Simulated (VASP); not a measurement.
Tb2GeO: single point with PBE

The system is Tb2GeO.

```
Tb Ge O
1.0
     0.00000    0.00000    5.98640
    -3.71172    3.71172    2.99320
    -3.71172   -3.71172    2.99320
Tb Ge O
4 2 2
Direct
  0.15644 0.50000 0.18712
  0.84356 0.50000 0.81288
  0.34356 0.81288 0.50000
  0.65644 0.18712 0.50000
  0.75000 0.00000 0.00000
  0.25000 0.00000 0.00000
  0.25000 0.50000 0.50000
  0.75000 0.50000 0.50000
```

| Item | Value |
| --- | --- |
| Program | VASP 6.6.1 |
| Task | single point |
| Functional | PBE |
| Potentials or basis | VASP PAW PBE potentials, release 64 (Tb_3, Ge_d, O), 4f in core |
| Cutoff | 600 eV |
| k mesh | 6 × 6 × 6 |
| Occupations | gaussian, width 0.2 eV |
| Spin | no spin polarisation |
| Dipole correction | no |
| Further INCAR settings | ALGO = Normal; EDIFF = 1e-06; NBANDS = 48 |

| Quantity | Value |
| --- | --- |
| Pressure | 0.9 GPa |
| Largest force | 0.208 eV/Å |
| Band gap on the k mesh | zero (bands 38 and 39 overlap by 0.19 eV) |

Forces in eV/Å, atoms in the order of the input:
```
Tb   0.147  0.147  0.000
Tb  -0.147 -0.147  0.000
Tb  -0.147  0.147  0.000
Tb   0.147 -0.147  0.000
Ge   0.000  0.000  0.000
Ge   0.000  0.000  0.000
O    0.000  0.000  0.000
O    0.000  0.000  0.000
```

Stress tensor (GPa, compression positive):
```
0.63 0.00 0.00
0.00 0.63 0.00
0.00 0.00 1.47
```

Levels at points of the mesh, in eV from the Fermi level:
| k point | band 36 | band 37 | band 38 | band 39 | band 40 | band 41 |
| --- | --- | --- | --- | --- | --- | --- |
| (0.00, 0.00, 0.00) | -1.33 | -1.33 | -0.66 | -0.17 | 0.35 | 0.35 |
| (0.50, 0.00, 0.00) | -2.07 | -0.43 | -0.43 | 0.15 | 0.15 | 1.30 |
| (0.00, 0.50, 0.00) | -1.84 | -0.81 | -0.68 | 0.35 | 0.64 | 1.72 |
| (0.00, 0.50, 0.50) | -1.07 | -1.07 | -0.92 | 1.43 | 1.44 | 1.44 |

Run time: 2.5 min on 1 thread of Intel(R) Xeon(R) 6975P-C (Granite Rapids), on a shared host, peak memory 0.49 GiB.

Caveat: spin-orbit coupling is left out, which moves the levels of the heavy elements; the 4f electrons are frozen in the core, so they carry no moment and show no levels; the run has no spin polarisation, though such a crystal can be magnetic. Spin polarisation is off, so any magnetic state and its effect on volume and gap are missing.
